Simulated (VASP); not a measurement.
Crystal: Pt.

```xyz
2
Lattice="2.7607 0.0000 0.0000 -1.3803 2.3908 0.0000 0.0000 0.0000 4.7921" Properties=species:S:1:pos:R:3 pbc="T T T"
Pt    1.3803    0.7969    3.5941
Pt    0.0000    1.5939    1.1980
```

This isn't the form of Pt at room conditions, which is fcc.

| Property | Result |
| --- | --- |
| Program | VASP 6.6.1 |
| Task | relaxation of cell and atoms |
| Functional | LDA |
| Potentials or basis | VASP PAW LDA potentials, release 64 (Pt) |
| Cutoff | 600 eV |
| k mesh | 12 × 12 × 6 |
| Occupations | fermi-dirac, width 0.1 eV |
| Spin | no spin polarisation |

At the start: pressure -14.8 GPa; volume 15.81 Å³/atom.

Where does the relaxation end?

Over 10 steps the energy falls by 44.3 meV/atom and the volume is 14.92 Å³/atom (-5.7 %); space group P6_3/mmc (No. 194, to 0.1 Å) before and after.

The path:
```tsv
step	energy change (eV)	largest force (eV/Å)	pressure (GPa)	volume (Å³)
1	0.0000	0.0000	-14.78	31.63
2	0.7784	0.0000	73.81	25.41
3	-0.0867	0.0000	-1.05	29.96
4	-0.0870	0.0000	-0.25	29.88
5	-0.0870	0.0000	0.09	29.85
6	-0.0886	0.0000	0.13	29.82
7	-0.0886	0.0000	0.14	29.82
8	-0.0886	0.0000	0.14	29.82
9	-0.0886	0.0000	-0.37	29.87
10	-0.0886	0.0000	0.00	29.83
```

Final structure:
```
CELL_PARAMETERS angstrom
2.71799 0.00000 0.00000
-1.35899 2.35384 0.00000
0.00000 0.00000 4.66303
ATOMIC_POSITIONS crystal
Pt 0.66667 0.33333 0.75000
Pt 0.33333 0.66667 0.25000
```
